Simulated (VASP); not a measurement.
Write the native input for VASP 6.6.1 that does the following.

| Property | Result |
| --- | --- |
| Task | single point |
| Functional | PBEsol |
| Potentials or basis | VASP PAW PBE potentials, release 64 (B, As) |
| Cutoff | 520 eV |
| k mesh | 12 × 12 × 12 |
| Occupations | gaussian, width 0.05 eV |
| Spin | no spin polarisation |
| Dipole correction | no |
| Further INCAR settings | ALGO = Normal; EDIFF = 1e-07; NBANDS = 11 |

The structure of BAs lies in POSCAR:

```
BAs
1.0
    0.0000000000      2.1280187120      3.0090184588
    2.1280187120      0.0000000000      3.0090184588
    2.1280187120      2.1280187120      0.0000000000
B As
1 1
Direct
    0.0000000000      0.0000000000      0.0000000000
    0.7500000000      0.7500000000      0.7500000000
```

This cell differs from its parent crystal: ratio of the length along z to the lengths across it x 1.414, volume and fractional coordinates fixed.

The input as run:

INCAR

```
ALGO = Normal
EDIFF = 1E-7
ENCUT = 520
GGA = PS
ISIF = 2
ISMEAR = 0
LASPH = T
LCHARG = T
LELF = T
LREAL = F
LVHAR = T
LWAVE = F
NBANDS = 11
NELM = 60
PREC = Accurate
SIGMA = 0.05
```

KPOINTS

```
k-points
0
Gamma
  12 12 12
```

Potentials or basis: VASP PAW PBE potentials, release 64 (B, As).

Command:

```sh
$ cat potpaw_PBE.64/B/POTCAR potpaw_PBE.64/As/POTCAR > POTCAR
$ mpirun -np 1 vasp_std > vasp.out
```

It gave:

- Pressure: 1.0 GPa
- Band gap on the k mesh: zero (bands 4 and 5 overlap by 1.64 eV)

Caveat: the PAW data sets were made with another functional, which shifts forces and pressure a little.

It took 48 s on 1 thread of Intel Xeon 8259CL, with other jobs on the host, peak memory 0.19 GiB.
